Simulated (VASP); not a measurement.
TiTe2:

```
Ti Te
1.0
     3.77700    0.00000    0.00000
    -1.88850    3.27098    0.00000
     0.00000    0.00000    6.49800
Ti Te
1 2
Direct
  0.00000 0.00000 0.00000
  0.66667 0.33333 0.26280
  0.33333 0.66667 0.73720
```

* Program: VASP 6.6.1
* Task: relaxation of cell and atoms
* Functional: LDA
* Potentials or basis: VASP PAW LDA potentials, release 64 (Ti_sv, Te)
* Cutoff: 600 eV
* k mesh: 15 × 15 × 8
* Occupations: gaussian, width 0.1 eV
* Spin: no spin polarisation

At the start: pressure -4.0 GPa; volume 26.76 Å³/atom.

Problem. How do energy, volume and symmetry change on relaxing?

Solution. Over 10 steps the energy falls by 25.4 meV/atom and the volume is 24.58 Å³/atom (-8.1 %); space group P-3m1 (No. 164, to 0.1 Å) before and after.

The path:
```tsv
step	energy change (eV)	largest force (eV/Å)	pressure (GPa)	volume (Å³)
1	0.0000	0.2657	-4.01	80.28
2	-0.0245	0.7480	3.47	72.74
3	-0.0604	0.2784	-0.12	75.88
4	-0.0682	0.1932	-0.12	75.35
5	-0.0729	0.0570	-0.06	74.52
6	-0.0743	0.0469	-0.03	74.31
7	-0.0763	0.0123	0.09	73.68
8	-0.0763	0.0106	0.10	73.65
9	-0.0761	0.0375	-0.26	73.95
10	-0.0763	0.0033	0.00	73.74
```

Final structure:
```
Ti Te
1.0
     3.66668    0.00000    0.00000
    -1.83334    3.17544    0.00000
     0.00000    0.00000    6.33307
Ti Te
1 2
Direct
  0.00000 0.00000 0.00000
  0.66667 0.33333 0.26985
  0.33333 0.66667 0.73015
```
